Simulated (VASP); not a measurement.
Input of a VASP 6.6.1 run:

INCAR

```
PREC     = Accurate       # precision mode
ENCUT    = 520            # plane-wave cutoff, eV
EDIFF    = 1E-6           # SCF threshold, eV
ISMEAR   = -1             # smearing method
SIGMA    = 0.1            # smearing width, eV
LREAL    = F              # projectors in reciprocal space
LASPH    = T              # aspherical terms in the spheres
NELM     = 80             # most SCF steps
ALGO     = Normal         # electronic algorithm
ISIF     = 2              # what is computed and relaxed
LWAVE    = F              # write WAVECAR
LCHARG   = F              # write CHGCAR
GGA      = PS             # functional
NBANDS   = 14             # bands
```

Contents of KPOINTS:

```
Automatic mesh
0
Gamma
  9 9 13
```

Contents of POSCAR:

```
As
1.0
    4.8402078580      0.0000000000      0.0000000000
   -2.4201039290      4.1917429646      0.0000000000
    0.0000000000      0.0000000000      2.8186414273
As
3
Direct
    1.0000000000      0.0000000000      0.0000000000
    0.3333333333      0.6666666667      0.5000000000
    0.6666666667      0.3333333333      0.5000000000
```

Potentials or basis: VASP PAW PBE potentials, release 64 (As).

Launch:

```bash
$ cat potpaw_PBE.64/As/POTCAR > POTCAR
$ mpirun -np 1 vasp_std > vasp.out
```

(1) What does it give for the pressure?

Answers

(1) -2.8 GPa.

Caveat: the PAW data sets were made with another functional, which shifts forces and pressure a little.
